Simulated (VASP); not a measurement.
Set up this calculation in VASP 6.6.1, as the native input.

```yaml
Task: single point
Functional: PBE
Potentials_or_basis: VASP PAW PBE potentials, release 64 (Sc_sv, Si)
Cutoff: 520 eV
k_mesh: 6 × 6 × 4
Occupations: gaussian, width 0.1 eV
Spin: no spin polarisation
Dipole_correction: no
Further_INCAR_settings: ALGO = Normal; EDIFF = 1e-06; NBANDS = 16
```

The structure of ScSi2 lies in POSCAR:

```
ScSi2
1.0
    3.0921125675      0.0000000000      0.0000000000
   -1.5460562838      2.6778480348      0.0000000000
    0.0000000000      0.0000000000      6.3146326181
Sc Si
1 2
Direct
    0.0000000000      0.0000000000      0.0000000000
    0.3333333333      0.6666666667      0.3548678282
    0.6666666667      0.3333333333      0.6451321718
```

These files were run (other wordings do the same):

INCAR

```
PREC = Accurate ; ENCUT = 520
EDIFF = 1E-6 ; ISMEAR = 0
SIGMA = 0.1 ; LREAL = False
LASPH = True ; NELM = 100
ALGO = Normal ; ISIF = 2
LWAVE = False ; LCHARG = False
GGA = PE ; NBANDS = 16
```

KPOINTS

```
regular mesh
0
Gamma
  6 6 4
```

Potentials or basis: VASP PAW PBE potentials, release 64 (Sc_sv, Si).

Run with:

```bash
$ cat potpaw_PBE.64/Sc_sv/POTCAR potpaw_PBE.64/Si/POTCAR > POTCAR
$ mpirun -np 1 vasp_std > vasp.out
```

It gave:

```
Pressure      : 0.0 GPa
Largest force : 0.014 eV/Å
```

Caveat: the k points lie up to 0.39 Å⁻¹ apart.

Wall time 20 s on 1 thread of AMD EPYC 7R13 Processor (Zen 3), with other jobs on the host, peak memory 0.14 GiB.
